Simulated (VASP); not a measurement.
Write the native input for VASP 6.6.1 that does the following.

| Property | Result |
| --- | --- |
| Task | relaxation of cell and atoms |
| Functional | PBEsol |
| Potentials or basis | VASP PAW PBE potentials, release 64 (Sn_d, Se) |
| Cutoff | 600 eV |
| k mesh | 6 × 6 × 4 |
| Occupations | fermi-dirac, width 0.02 eV |
| Spin | no spin polarisation |
| Dipole correction | no |
| Further INCAR settings | ALGO = Normal; EDIFF = 1e-06; IBRION = 2; EDIFFG = -0.005; NSW = 80; ISIF = 3 |

The structure of SnSe lies in POSCAR:

```
SnSe
1.0
    5.1049254509      0.0000000000      0.0000000000
   -2.5524627255      4.4209951249      0.0000000000
    0.0000000000      0.0000000000      6.2109593727
Sn Se
2 2
Direct
    0.3333333333      0.6666666667     -0.0420226581
    0.6666666667      0.3333333333      0.4579773419
    0.3333333333      0.6666666667      0.4170226581
    0.6666666667      0.3333333333      0.9170226581
```

These files were run (other wordings do the same):

INCAR

```
SYSTEM = SnSe
ALGO = Normal
EDIFF = 1E-6
EDIFFG = -0.005
ENCUT = 600
GGA = PS
IBRION = 2
ISIF = 3
ISMEAR = -1
LASPH = .True.
LCHARG = .False.
LREAL = .False.
LWAVE = .False.
NELM = 60
NSW = 80
PREC = Accurate
SIGMA = 0.02
```

KPOINTS

```
k-points
0
Gamma
  6 6 4
  0 0 0
```

Potentials or basis: VASP PAW PBE potentials, release 64 (Sn_d, Se).

Run with:

```console
$ cat potpaw_PBE.64/Sn_d/POTCAR potpaw_PBE.64/Se/POTCAR > POTCAR
$ mpirun -np 1 vasp_std > vasp.out
```

Results of the run:

```yaml
Relaxed_volume: 32.93 Å³/atom
Relaxed_cell: a = 5.018 Å, b = 5.018 Å, c = 6.039 Å, α = 90.00°, β = 90.00°, γ = 120.00°
Space_group_after_relaxing_to_0.05_Å: P6_3mc (No. 186)
Energy_gained_by_relaxing: 13.0 meV/atom
Ionic_steps: 22
Pressure_after_relaxing: 0.0 GPa
Band_gap_on_the_k_mesh: 0.43 eV, direct
```

Caveat: the PAW data sets were made with another functional, which shifts forces and pressure a little; spin-orbit coupling is left out, which moves the levels of the heavy elements.

It took 17 min on 1 thread of Intel(R) Xeon(R) Platinum 8259CL CPU @ 2.50GHz (Skylake/Cascade Lake) (shared host), peak memory 0.34 GiB.
